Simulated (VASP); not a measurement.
# B (Im-3m) in VASP: notebook

Runs on B. Level: revPBE. Tasks: single point, relaxation of cell and atoms.

All numbers are computed with VASP 6.6.1; they aren't measurements. Logs are shortened: lines on timing, memory, paths and dates and some standing lists are left out, and cuts for length are marked.

### 1 The cell of the first run

Symmetry: Im-3m, No. 229, cubic system. Conventional cell: a = 2.379 Å, b = 2.379 Å, c = 2.379 Å, α = 90.00°, β = 90.00°, γ = 90.00°. Within 2.7 Å of B (site symmetry m-3m) lie 14 B at 2.06 to 2.38 Å.

### 2 Single point, revPBE (volume scaled by 1.08)

INCAR

```
PREC = Accurate
ENCUT = 520
EDIFF = 1E-6
ISMEAR = -1
SIGMA = 0.1
LREAL = False
LASPH = True
NELM = 80
ALGO = Normal
ISIF = 2
LWAVE = False
LCHARG = False
GGA = RE
NBANDS = 8
```

KPOINTS

```
Automatic mesh
0
Gamma
  21 21 21
```

POSCAR

```
B
1.0
   -1.1895252737      1.1895252737      1.1895252737
    1.1895252737     -1.1895252737      1.1895252737
    1.1895252737      1.1895252737     -1.1895252737
B
1
Direct
    0.0000000000      0.0000000000      0.0000000000
```

Potentials or basis: VASP PAW PBE potentials, release 64 (B).

Started as:

```console
cat potpaw_PBE.64/B/POTCAR > POTCAR
mpirun -np 1 vasp_std > vasp.out
```

OUTCAR:

```text
PREC = Accurate
   ENCUT = 520
   EDIFF = 1E-6
   ISMEAR = -1
   LREAL = False
   LASPH = True
   NELM = 80
   ISIF = 2
   GGA = RE

 ion  position               nearest neighbor table
   1  0.000  0.000  0.000-

  LATTYP: Found a body centered cubic cell.
 ALAT       =     2.3790505474

  Lattice vectors:

 A1 = (  -1.1895252737,   1.1895252737,   1.1895252737)
 A2 = (   1.1895252737,  -1.1895252737,   1.1895252737)
 A3 = (   1.1895252737,   1.1895252737,  -1.1895252737)

Analysis of symmetry for initial positions (statically):
=====================================================================
 Subroutine PRICEL returns:
 Original cell was already a primitive cell.

 Routine SETGRP: Setting up the symmetry group for a
 body centered cubic supercell.

 Subroutine GETGRP returns: Found 48 space group operations
 (whereof 48 operations were pure point group operations)
 out of a pool of 48 trial point group operations.

The static configuration has the point symmetry O_h .

Analysis of symmetry for dynamics (positions and initial velocities):
=====================================================================
 Subroutine PRICEL returns:
 Original cell was already a primitive cell.

 Routine SETGRP: Setting up the symmetry group for a
 body centered cubic supercell.

 Subroutine GETGRP returns: Found 48 space group operations
 (whereof 48 operations were pure point group operations)
 out of a pool of 48 trial point group operations.

The dynamic configuration has the point symmetry O_h .

 Subroutine INISYM returns: Found 48 space group operations
 (whereof 48 operations are pure point group operations),
 and found     1 'primitive' translations

----------------------------------------------------------------------------------------

                                     Primitive cell

  volume of cell :       6.7326

  direct lattice vectors                    reciprocal lattice vectors
    -1.189525274  1.189525274  1.189525274     0.000000000  0.420335752  0.420335752
     1.189525274 -1.189525274  1.189525274     0.420335752  0.000000000  0.420335752
     1.189525274  1.189525274 -1.189525274     0.420335752  0.420335752  0.000000000

  length of vectors
     2.060318211  2.060318211  2.060318211     0.594444521  0.594444521  0.594444521

  position of ions in fractional coordinates (direct lattice)
     0.000000000  0.000000000  0.000000000

  ion indices of the primitive-cell ions
   primitive index   ion index
                 1           1

----------------------------------------------------------------------------------------

 KPOINTS: Automatic mesh

Automatic generation of k-mesh.
 Grid dimensions read from file:
 generate k-points for:   21   21   21

 Generating k-lattice:

  Cartesian coordinates                     Fractional coordinates (reciprocal lattice)
     0.000000000  0.020015988  0.020015988     0.047619048  0.000000000  0.000000000
     0.020015988  0.000000000  0.020015988     0.000000000  0.047619048  0.000000000
     0.020015988  0.020015988  0.000000000     0.000000000  0.000000000  0.047619048

  Length of vectors
     0.028306882  0.028306882  0.028306882

  Shift w.r.t. Gamma in fractional coordinates (k-lattice)
     0.000000000  0.000000000  0.000000000

 Subroutine IBZKPT returns following result:
 ===========================================

 Found    286 irreducible k-points:

 Following reciprocal coordinates:
            Coordinates               Weight
  0.000000  0.000000  0.000000      1.000000
  0.047619  0.000000  0.000000     12.000000
  0.095238  0.000000  0.000000     12.000000
  0.142857  0.000000  0.000000     12.000000
  0.190476  0.000000  0.000000     12.000000
  0.238095  0.000000  0.000000     12.000000
[... 16 lines left out ...]
  0.142857  0.095238  0.000000     48.000000
  0.190476  0.095238  0.000000     48.000000
 [... further k-points ...]
   k-points           NKPTS =    286   k-points in BZ     NKDIM =    286   number of bands    NBANDS=      8
   number of dos      NEDOS =    301   number of ions     NIONS =      1
   total plane-waves  NPLWV =   4096
   dimension x,y,z NGX =    16 NGY =   16 NGZ =   16
   dimension x,y,z NGXF=    32 NGYF=   32 NGZF=   32
   ions per type =               1
   NGX,Y,Z   is equivalent  to a cutoff of  12.91, 12.91, 12.91 a.u.
   NGXF,Y,Z  is equivalent  to a cutoff of  25.82, 25.82, 25.82 a.u.
 SYSTEM =  unknown system
   PREC   = accura    normal or accurate (medium, high low for compatibility)
   ISTART =      0    job   : 0-new  1-cont  2-samecut
   ICHARG =      2    charge: 1-file 2-atom 10-const
   ISPIN  =      1    spin polarized calculation?
   LNONCOLLINEAR =      F non collinear calculations
   LSORBIT =      F    spin-orbit coupling
   LASPH  =      T    aspherical Exc in radial PAW
   ENCUT  =  520.0 eV  38.22 Ry    6.18 a.u.   3.83  3.83  3.83*2*pi/ulx,y,z
   NELM   =     80;   NELMIN=  2; NELMDL= -5     # of ELM steps
   EDIFF  = 0.1E-05   stopping-criterion for ELM
   LREAL  =      F    real-space projection
   EDIFFG = 0.1E-04   stopping-criterion for IOM
   NSW    =      0    number of steps for IOM
   IBRION =     -1    ionic relax: 0-MD 1-quasi-New 2-CG
   NFREE  =      0    steps in history (QN), initial steepest desc. (CG)
   ISIF   =      2    stress and relaxation
   ISYM   =      2    0-nonsym 1-usesym 2-fastsym
   POTIM  = 0.5000    time-step for ionic-motion
   TEBEG  =    0.0;   TEEND  =   0.0 temperature during run
   PSTRESS=    0.0 pullay stress
   NELECT =       3.0000    total number of electrons
   NUPDOWN=      -1.0000    fix difference up-down
   EMIN   =  10.00;   EMAX   =-10.00  energy-range for DOS
   EFERMI =   0.00;   METHOD = LEGACY
   ISMEAR =    -1;   SIGMA  =   0.10  broadening in eV -4-tet -1-fermi 0-gaus
   EFERMI_NEDOS =   21; number of points for ismear=-14 and -15
   IALGO  =     38    algorithm
   IMIX   =      4    mixing-type and parameters
     AMIX     =   0.40;   BMIX     =  1.00
     AMIX_MAG =   1.60;   BMIX_MAG =  1.00
  volume/ion in A,a.u.               =       6.73        45.43
  Fermi-wavevector in a.u.,A,eV,Ry     =   1.250417  2.362946 21.273294  1.563543
  Thomas-Fermi vector in A             =   2.384412
   LORBIT       =      0    0 simple, 1 ext, 2 COOP (PROOUT), +10 PAW based schemes
   GGA     = RE    functional components
   LHFCALC =     F    Hartree Fock is set to
   AEXX    =    0.0000 exact exchange contribution
   IVDW    =     0    specifies the selected vdW correction
   LEPSILON=     F    determine dielectric tensor
   LRPA    =     F    only Hartree local field effects (RPA)
 non-spin polarized calculation
  energy-cutoff  :      520.00
  volume of cell :        6.73
 maximum number of plane-waves:       191
   NGX =  7   NGY =  7   NGZ =  7

 number of electron       3.0000000 magnetization

 Free energy of the ion-electron system (eV)
  ---------------------------------------------------
  ext. energy  EPLUGINS =         0.00000000
  ---------------------------------------------------
  free energy    TOTEN  =        -4.75136266 eV

  energy without entropy =       -4.74154233  energy(sigma->0) =       -4.74645249

 E-fermi :   8.9265     XC(G=0): -12.4805

 val. band max:        8.9031207183   @ k =  -0.3333   0.4762   0.1429
 cond. band min:       8.9292472910   @ k =  -0.3810  -0.3810   0.0952
 fundamental gap:      0.0261265726
 Fermi energy:         8.9264955028

 k-point     1 :       0.0000    0.0000    0.0000
  band No.  band energies     occupation
      1      -8.6428      2.00000
      2      23.4261      0.00000
      3      23.4261      0.00000
      4      23.4261      0.00000
      5      40.9889      0.00000
      6      40.9889      0.00000
      7      40.9889      0.00000
      8      44.6853      0.00000

 k-point     2 :       0.0476    0.0000    0.0000
  band No.  band energies     occupation
      1      -8.5445      2.00000
      2      23.1105      0.00000
      3      23.1934      0.00000
      4      23.3701      0.00000
      5      40.0833      0.00000
      6      40.0837      0.00000
      7      41.4481      0.00000
      8      43.2466      0.00000

 k-point     3 :       0.0952    0.0000    0.0000
  band No.  band energies     occupation
      1      -8.2499      2.00000
      2      22.1562      0.00000
      3      22.5665      0.00000
      4      23.2053      0.00000
      5      37.8715      0.00000
      6      38.3837      0.00000
      7      42.6976      0.00000
      8      42.7536      0.00000

 k-point     4 :       0.1429    0.0000    0.0000
  band No.  band energies     occupation
      1      -7.7592      2.00000
      2      20.5802      0.00000
      3      21.7012      0.00000
      4      22.9428      0.00000
      5      35.9094      0.00000
      6      36.6502      0.00000
      7      42.0322      0.00000
      8      44.2047      0.00000

 k-point     5 :       0.1905    0.0000    0.0000
  band No.  band energies     occupation
      1      -7.0732      2.00000
      2      18.4910      0.00000
      3      20.7483      0.00000
      4      22.6039      0.00000
      5      34.5429      0.00000
      6      35.0652      0.00000
      7      41.7794      0.00000
      8      45.4566      0.00000
[... 177 lines left out ...]
 k-point    22 :       0.0952    0.0952    0.0000
  band No.  band energies     occupation
      1      -7.4648      2.00000
      2      20.1592      0.00000
      3      20.9774      0.00000
      4      22.4036      0.00000
      5      35.3526      0.00000
      6      36.1141      0.00000
      7      41.6429      0.00000
      8      44.9847      0.00000

 k-point    23 :       0.1429    0.0952    0.0000
  band No.  band energies     occupation
      1      -6.7790      2.00000
      2      18.4934      0.00000
      3      19.7020      0.00000
      4      21.8986      0.00000
      5      34.4037      0.00000
      6      35.1525      0.00000
      7      41.7117      0.00000
      8      46.2131      0.00000

 k-point    24 :       0.1905    0.0952    0.0000
  band No.  band energies     occupation
      1      -5.8995      2.00000
      2      16.2310      0.00000
      3      18.6574      0.00000
      4      21.3797      0.00000
      5      33.8332      0.00000
      6      34.3318      0.00000
      7      41.9589      0.00000
      8      47.7238      0.00000

 [... further k-points ...]

------------------------ aborting loop because EDIFF is reached ----------------------------------------

  FORCE on cell =-STRESS in cart. coord.  units (eV):
  Direction    XX          YY          ZZ          XY          YZ          ZX
  --------------------------------------------------------------------------------------
  -------------------------------------------------------------------------------------
  Total       -0.5873318     -0.5873318     -0.5873318      0.0000000      0.0000000      0.0000000
  in kB     -139.7697185   -139.7697185   -139.7697185      0.0000000      0.0000000      0.0000000
  external PRESSURE =    -139.7697185 kB  Pullay stress =       0.0000000 kB

 VOLUME and BASIS-vectors are now :
 -----------------------------------------------------------------------------
  energy-cutoff  :      520.00
  volume of cell :        6.73
      direct lattice vectors                 reciprocal lattice vectors
    -1.189525274  1.189525274  1.189525274     0.000000000  0.420335752  0.420335752
     1.189525274 -1.189525274  1.189525274     0.420335752  0.000000000  0.420335752
     1.189525274  1.189525274 -1.189525274     0.420335752  0.420335752  0.000000000

 POSITION                                       TOTAL-FORCE (eV/Angst)
 -----------------------------------------------------------------------------------
      0.00000      0.00000      0.00000         0.000000     -0.000000      0.000000
 -----------------------------------------------------------------------------------
    total drift:                               -0.000000      0.000000      0.000000

  FREE ENERGIE OF THE ION-ELECTRON SYSTEM (eV)
  ---------------------------------------------------
  free  energy   TOTEN  =        -4.7513626583 eV

  energy  without entropy=       -4.7415423292  energy(sigma->0) =       -4.74645249
```

It took 13 s on 1 thread of Intel Xeon 8259CL, shared host; peak memory 0.12 GiB.

Results:

```yaml
Free_energy: -4.7514 eV
Pressure: -14.0 GPa
```

Levels at points of the mesh, in eV from the Fermi level:
| k point | band 1 | band 2 | band 3 | band 4 | band 5 | band 6 |
| --- | --- | --- | --- | --- | --- | --- |
| (0.00, 0.00, 0.00) | -17.57 | 14.50 | 14.50 | 14.50 | 32.06 | 32.06 |

Caveat: the PAW data sets were made with another functional, which shifts forces and pressure a little.

(Continued in part 2 of 2.)
